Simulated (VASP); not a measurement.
# C (Fd-3m) in VASP: notebook

Runs on C. Level: PBE. Tasks: single point, relaxation of cell and atoms.

Everything below comes from runs of VASP 6.6.1. Logs are shortened: lines on timing, memory, paths and dates and some standing lists are left out, and cuts for length are marked.

### 1 The cell of the first run

Symmetry: Fd-3m, No. 227, cubic system. Conventional cell: a = 3.551 Å, b = 3.551 Å, c = 3.551 Å, α = 90.00°, β = 90.00°, γ = 90.00°. Within 2.0 Å of C (site symmetry -43m) lie 4 C at 1.54 Å.

### 2 Single point, PBE

INCAR

```
SYSTEM = C
PREC = Accurate ; ENCUT = 520
EDIFF = 1E-7 ; ISMEAR = -1
SIGMA = 0.05 ; LREAL = .FALSE.
LASPH = .TRUE. ; NELM = 60
ALGO = Normal ; ISIF = 2
LWAVE = .FALSE. ; LCHARG = .TRUE.
GGA = PE ; LELF = .TRUE.
LVHAR = .TRUE. ; NBANDS = 11
```

KPOINTS

```
regular mesh
0
G
  10 10 10
  0 0 0
```

POSCAR

```
C
1.0
    0.0000000000      1.7752809512      1.7752809512
    1.7752809512      0.0000000000      1.7752809512
    1.7752809512      1.7752809512      0.0000000000
C
2
Direct
    0.0000000000      0.0000000000      0.0000000000
    0.2500000000      0.2500000000      0.2500000000
```

Potentials or basis: VASP PAW PBE potentials, release 64 (C).

Command:

```console
> cat potpaw_PBE.64/C/POTCAR > POTCAR
> mpirun -np 1 vasp_std > vasp.out
```

OUTCAR:

```text
SYSTEM = C
   PREC = Accurate
   ENCUT = 520
   EDIFF = 1E-7
   ISMEAR = -1
   LREAL = .FALSE.
   LASPH = .TRUE.
   NELM = 60
   ISIF = 2
   GGA = PE

 ion  position               nearest neighbor table
   1  0.000  0.000  0.000-   2 1.54   2 1.54   2 1.54   2 1.54
   2  0.250  0.250  0.250-   1 1.54   1 1.54   1 1.54   1 1.54

  LATTYP: Found a face centered cubic cell.
 ALAT       =     3.5505619024

  Lattice vectors:

 A1 = (   0.0000000000,   1.7752809512,   1.7752809512)
 A2 = (   1.7752809512,   0.0000000000,   1.7752809512)
 A3 = (   1.7752809512,   1.7752809512,   0.0000000000)

Analysis of symmetry for initial positions (statically):
=====================================================================
 Subroutine PRICEL returns:
 Original cell was already a primitive cell.

 Routine SETGRP: Setting up the symmetry group for a
 face centered cubic supercell.

 Subroutine GETGRP returns: Found 48 space group operations
 (whereof 24 operations were pure point group operations)
 out of a pool of 48 trial point group operations.

The static configuration has the point symmetry T_d .
 The point group associated with its full space group is O_h .

Analysis of symmetry for dynamics (positions and initial velocities):
=====================================================================
 Subroutine PRICEL returns:
 Original cell was already a primitive cell.

 Routine SETGRP: Setting up the symmetry group for a
 face centered cubic supercell.

 Subroutine GETGRP returns: Found 48 space group operations
 (whereof 24 operations were pure point group operations)
 out of a pool of 48 trial point group operations.

The dynamic configuration has the point symmetry T_d .
 The point group associated with its full space group is O_h .

 Subroutine INISYM returns: Found 48 space group operations
 (whereof 24 operations are pure point group operations),
 and found     1 'primitive' translations

----------------------------------------------------------------------------------------

                                     Primitive cell

  volume of cell :      11.1900

  direct lattice vectors                    reciprocal lattice vectors
     0.000000000  1.775280951  1.775280951    -0.281645561  0.281645561  0.281645561
     1.775280951  0.000000000  1.775280951     0.281645561 -0.281645561  0.281645561
     1.775280951  1.775280951  0.000000000     0.281645561  0.281645561 -0.281645561

  length of vectors
     2.510626398  2.510626398  2.510626398     0.487824422  0.487824422  0.487824422

[... 87 lines left out ...]
   ISYM   =      2    0-nonsym 1-usesym 2-fastsym
   POTIM  = 0.5000    time-step for ionic-motion
   TEBEG  =    0.0;   TEEND  =   0.0 temperature during run
   PSTRESS=    0.0 pullay stress
   NELECT =       8.0000    total number of electrons
   NUPDOWN=      -1.0000    fix difference up-down
   EMIN   =  10.00;   EMAX   =-10.00  energy-range for DOS
   EFERMI =   0.00;   METHOD = LEGACY
   ISMEAR =    -1;   SIGMA  =   0.05  broadening in eV -4-tet -1-fermi 0-gaus
   EFERMI_NEDOS =   21; number of points for ismear=-14 and -15
   IALGO  =     38    algorithm
   IMIX   =      4    mixing-type and parameters
     AMIX     =   0.40;   BMIX     =  1.00
     AMIX_MAG =   1.60;   BMIX_MAG =  1.00
  volume/ion in A,a.u.               =       5.60        37.76
  Fermi-wavevector in a.u.,A,eV,Ry     =   1.463843  2.766262 29.155045  2.142835
  Thomas-Fermi vector in A             =   2.579889
   LORBIT       =      0    0 simple, 1 ext, 2 COOP (PROOUT), +10 PAW based schemes
   GGA     = PE    functional components
   LHFCALC =     F    Hartree Fock is set to
   AEXX    =    0.0000 exact exchange contribution
   IVDW    =     0    specifies the selected vdW correction
   LEPSILON=     F    determine dielectric tensor
   LRPA    =     F    only Hartree local field effects (RPA)
 non-spin polarized calculation
  energy-cutoff  :      520.00
  volume of cell :       11.19
 maximum number of plane-waves:       311
   NGX =  9   NGY =  9   NGZ =  9

 number of electron       7.9999999 magnetization

 Free energy of the ion-electron system (eV)
  ---------------------------------------------------
  ext. energy  EPLUGINS =         0.00000000
  ---------------------------------------------------
  free energy    TOTEN  =       -18.17967168 eV

  energy without entropy =      -18.17967168  energy(sigma->0) =      -18.17967168

 E-fermi :  10.9408     XC(G=0): -13.3195

 val. band max:        9.9284201800   @ k =   0.0000   0.0000   0.0000
 cond. band min:      14.1268763187   @ k =   0.4000   0.4000   0.0000
 fundamental gap:      4.1984561387
 Fermi energy:        10.9408341058

 k-point     1 :       0.0000    0.0000    0.0000
  band No.  band energies     occupation
      1     -11.7332      2.00000
      2       9.9284      2.00000
      3       9.9284      2.00000
      4       9.9284      2.00000
      5      15.5559      0.00000
      6      15.5559      0.00000
      7      15.5559      0.00000
      8      23.5744      0.00000
      9      29.3977      0.00000
     10      36.6131      0.00000
     11      36.6131      0.00000
[... 309 lines left out ...]
 k-point    24 :       0.4000    0.3000    0.0000
  band No.  band energies     occupation
      1      -7.0975      2.00000
      2       1.8228      2.00000
      3       3.8694      2.00000
      4       4.4999      2.00000
      5      14.7565      0.00000
      6      17.9998      0.00000
      7      24.1686      0.00000
      8      24.2378      0.00000
      9      31.9306      0.00000
     10      33.0417      0.00000
     11      40.9018      0.00000

 [... further k-points ...]

------------------------ aborting loop because EDIFF is reached ----------------------------------------

  FORCE on cell =-STRESS in cart. coord.  units (eV):
  Direction    XX          YY          ZZ          XY          YZ          ZX
  --------------------------------------------------------------------------------------
  -------------------------------------------------------------------------------------
  Total        0.6046544      0.6046544      0.6046544     -0.0000000     -0.0000000      0.0000000
  in kB       86.5738056     86.5738056     86.5738056     -0.0000000     -0.0000000      0.0000000
  external PRESSURE =      86.5738056 kB  Pullay stress =       0.0000000 kB

 VOLUME and BASIS-vectors are now :
 -----------------------------------------------------------------------------
  energy-cutoff  :      520.00
  volume of cell :       11.19
      direct lattice vectors                 reciprocal lattice vectors
     0.000000000  1.775280951  1.775280951    -0.281645561  0.281645561  0.281645561
     1.775280951  0.000000000  1.775280951     0.281645561 -0.281645561  0.281645561
     1.775280951  1.775280951  0.000000000     0.281645561  0.281645561 -0.281645561

 POSITION                                       TOTAL-FORCE (eV/Angst)
 -----------------------------------------------------------------------------------
      0.00000      0.00000      0.00000         0.000000      0.000000      0.000000
      0.88764      0.88764      0.88764        -0.000000     -0.000000     -0.000000
 -----------------------------------------------------------------------------------
    total drift:                                0.000000      0.000000      0.000000

  FREE ENERGIE OF THE ION-ELECTRON SYSTEM (eV)
  ---------------------------------------------------
  free  energy   TOTEN  =       -18.1796716789 eV

  energy  without entropy=      -18.1796716788  energy(sigma->0) =      -18.17967168
```

Run time: 7.7 s. Hardware: 1 thread of Intel Xeon Platinum 8259CL at 2.50GHz (Skylake/Cascade Lake), shared host; peak memory 0.11 GiB.

Results:

```yaml
Free_energy: -18.1797 eV
Pressure: 8.7 GPa
Band_gap_on_the_k_mesh: 4.20 eV, indirect (least direct gap 5.63 eV)
```

### 3 Relaxation of cell and atoms, PBE

This run uses another cell than the first one, of 5.67 Å³/atom, 1.014 times its volume.

INCAR

```
SYSTEM = C
  PREC = Accurate
  ENCUT = 600
  EDIFF = 1E-7
  ISMEAR = -1
  SIGMA = 0.05
  LREAL = .FALSE.
  LASPH = .TRUE.
  NELM = 100
  ALGO = Normal
  ISIF = 3
  LWAVE = .FALSE.
  LCHARG = .FALSE.
  GGA = PE
  IBRION = 2
  NSW = 80
  EDIFFG = -0.02
```

KPOINTS

```
Automatic mesh
0
G
  10 10 10
  0 0 0
```

POSCAR

```
C
1.0
    0.0000000000      1.7833700000      1.7833700000
    1.7833700000      0.0000000000      1.7833700000
    1.7833700000      1.7833700000      0.0000000000
C
2
Direct
    0.0000000000      0.0000000000      0.0000000000
    0.2500000000      0.2500000000      0.2500000000
```

Potentials or basis: VASP PAW PBE potentials, release 64 (C).

Command:

```console
> cat potpaw_PBE.64/C/POTCAR > POTCAR
> mpirun -np 1 vasp_std > vasp.out
```

OUTCAR:

```text
SYSTEM = C
   PREC = Accurate
   ENCUT = 600
   EDIFF = 1E-7
   ISMEAR = -1
   LREAL = .FALSE.
   LASPH = .TRUE.
   NELM = 100
   ISIF = 3
   GGA = PE
   IBRION = 2
   NSW = 80
   EDIFFG = -0.02

 ion  position               nearest neighbor table
   1  0.000  0.000  0.000-   2 1.54   2 1.54   2 1.54   2 1.54
   2  0.250  0.250  0.250-   1 1.54   1 1.54   1 1.54   1 1.54

  LATTYP: Found a face centered cubic cell.
 ALAT       =     3.5667400000

  Lattice vectors:

 A1 = (   0.0000000000,   1.7833700000,   1.7833700000)
 A2 = (   1.7833700000,   0.0000000000,   1.7833700000)
 A3 = (   1.7833700000,   1.7833700000,   0.0000000000)

Analysis of symmetry for initial positions (statically):
=====================================================================
 Subroutine PRICEL returns:
[... 251 lines left out ...]
  free energy    TOTEN  =       -18.19022820 eV

  energy without entropy =      -18.19022820  energy(sigma->0) =      -18.19022820

 E-fermi :  10.6882     XC(G=0): -13.2302

 val. band max:        9.6697857897   @ k =   0.0000   0.0000   0.0000
 cond. band min:      13.8309544415   @ k =   0.4000   0.4000   0.0000
 fundamental gap:      4.1611686518
 Fermi energy:        10.6882330285

 k-point     1 :       0.0000    0.0000    0.0000
  band No.  band energies     occupation
      1     -11.7521      2.00000
      2       9.6698      2.00000
      3       9.6698      2.00000
      4       9.6698      2.00000
      5      15.2488      0.00000
      6      15.2488      0.00000
      7      15.2488      0.00000
      8      22.9081      0.00000
[... 243 lines left out ...]
 k-point    24 :       0.4000    0.3000    0.0000
  band No.  band energies     occupation
      1      -7.1760      2.00000
      2       1.6294      2.00000
      3       3.7105      2.00000
      4       4.3343      2.00000
      5      14.4511      0.00000
      6      17.6730      0.00000
      7      23.7025      0.00000
      8      23.7545      0.00000

 [... further k-points ...]
[... 5 lines left out ...]
  --------------------------------------------------------------------------------------
  -------------------------------------------------------------------------------------
  Total        0.0007991      0.0007991      0.0007991      0.0000000      0.0000000      0.0000000
  in kB        0.1124068      0.1124068      0.1124068      0.0000000      0.0000000      0.0000000
  external PRESSURE =       0.1124068 kB  Pullay stress =       0.0000000 kB
[... 17 lines left out ...]
  FREE ENERGIE OF THE ION-ELECTRON SYSTEM (eV)
  ---------------------------------------------------
  free  energy   TOTEN  =       -18.1902281980 eV

  energy  without entropy=      -18.1902281980  energy(sigma->0) =      -18.19022820

 reached required accuracy - stopping structural energy minimisation
```

OSZICAR:

```text
N       E                     dE             d eps       ncg     rms          rms(c)
DAV:   1     0.104229513348E+01    0.10423E+01   -0.55007E+03   768   0.111E+03
DAV:   2    -0.186826964470E+02   -0.19725E+02   -0.19015E+02  1184   0.120E+02
DAV:   3    -0.188274030431E+02   -0.14471E+00   -0.14471E+00   816   0.129E+01
[... 18 lines left out ...]
       N       E                     dE             d eps       ncg     rms          rms(c)
DAV:   1    -0.181903420316E+02   -0.50281E-03   -0.78834E-03   904   0.925E-01    0.802E-02
DAV:   2    -0.181902599328E+02    0.82099E-04   -0.66764E-05   840   0.805E-02    0.416E-02
DAV:   3    -0.181902281488E+02    0.31784E-04   -0.67750E-05   816   0.655E-02    0.653E-03
DAV:   4    -0.181902281980E+02   -0.49201E-07   -0.13083E-07   736   0.508E-03
   3 F= -.18190228E+02 E0= -.18190228E+02  d E =-.255235E-03
```

CONTCAR:

```text
C
   1.00000000000000
    -0.0000000000000000    1.7857900203283306    1.7857900203283306
     1.7857900203283306    0.0000000000000000    1.7857900203283306
     1.7857900203283306    1.7857900203283306    0.0000000000000000
  C
     2
Direct
     0.0000000000000000    0.0000000000000000    0.0000000000000000
     0.2500000000000000    0.2500000000000000    0.2500000000000000

  0.00000000E+00  0.00000000E+00  0.00000000E+00
  0.00000000E+00  0.00000000E+00  0.00000000E+00
```

Wall time 12 s (1 thread of Intel Xeon Platinum 8259CL at 2.50GHz (Skylake/Cascade Lake), shared host); peak memory 0.11 GiB.

Results:

* Free energy: -18.1902 eV
* Relaxed volume: 5.69 Å³/atom
* Relaxed cell: a = 2.525 Å, b = 2.525 Å, c = 2.525 Å, α = 60.00°, β = 60.00°, γ = 60.00°
* Space group after relaxing (to 0.05 Å): Fd-3m (No. 227)
* Energy gained by relaxing: 0.1 meV/atom
* Ionic steps: 3
* Pressure after relaxing: 0.0 GPa
* Band gap on the k mesh: 4.16 eV, indirect (least direct gap 5.58 eV)

Step by step:
| step | energy change (eV) | largest force (eV/Å) | pressure (GPa) | volume (Å³) |
| --- | --- | --- | --- | --- |
| 1 | 0.0000 | 0.0000 | 1.78 | 11.34 |
| 2 | 0.0001 | 0.0000 | -2.15 | 11.45 |
| 3 | -0.0003 | 0.0000 | 0.01 | 11.39 |

Final structure:
```
C
1.0
     0.00000    1.78579    1.78579
     1.78579    0.00000    1.78579
     1.78579    1.78579    0.00000
C
2
Direct
  0.00000 0.00000 0.00000
  0.25000 0.25000 0.25000
```

A k mesh can miss the band edges. PBE usually gives volumes a little too large and moduli too small.
